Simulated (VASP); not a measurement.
Write the native input for VASP 6.6.1 that does the following.

```
Task                   : electric field gradients
Functional             : PBE
Potentials or basis    : VASP PAW PBE potentials, release 64 (Al, Fe)
Cutoff                 : 520 eV
k mesh                 : 12 × 12 × 12
Occupations            : fermi-dirac, width 0.05 eV
Spin                   : collinear spin, ferromagnetic start
Starting moments       : [0.0, 3.0] μB
Dipole correction      : no
Further INCAR settings : ALGO = Normal; EDIFF = 1e-08; NBANDS = 16
```

The structure of AlFe lies in POSCAR:

```
AlFe
1.0
    2.9100000000      0.0000000000      0.0000000000
    0.0000000000      2.9100000000      0.0000000000
    0.0000000000      0.0000000000      2.9100000000
Al Fe
1 1
Direct
    0.0000000000      0.0000000000      0.0000000000
    0.5000000000      0.5000000000      0.5000000000
```

The input as run:

INCAR

```
SYSTEM = AlFe
PREC = Accurate
ENCUT = 520
EDIFF = 1E-8
ISMEAR = -1
SIGMA = 0.05
LREAL = .False.
LASPH = .True.
NELM = 150
ALGO = Normal
ISIF = 2
LWAVE = .False.
LCHARG = .False.
ISPIN = 2
MAGMOM = 0 3
LORBIT = 11
LMAXMIX = 4
GGA = PE
LEFG = .True.
NBANDS = 16
```

KPOINTS

```
Automatic mesh
0
Gamma
  12 12 12
  0 0 0
```

Potentials or basis: VASP PAW PBE potentials, release 64 (Al, Fe).

Run with:

```console
$ cat potpaw_PBE.64/Al/POTCAR potpaw_PBE.64/Fe/POTCAR > POTCAR
$ mpirun -np 1 vasp_std > vasp.out
```

It gave:

```
Pressure                                              : -5.9 GPa
Net moment                                            : 0.74 μB per cell
Site moments                                          : Al -0.03; Fe +0.78 μB
Largest electric field gradient by atom               : under 0.05 V/Å² on every atom
Valence electrons inside the program's atomic spheres : Al 0.81; Fe 7.34
```

Caveat: the cell stands under tension.

Run time: 33 s on 1 thread of Intel(R) Xeon(R) Platinum 8488C (Sapphire Rapids), on a shared host, peak memory 0.18 GiB.
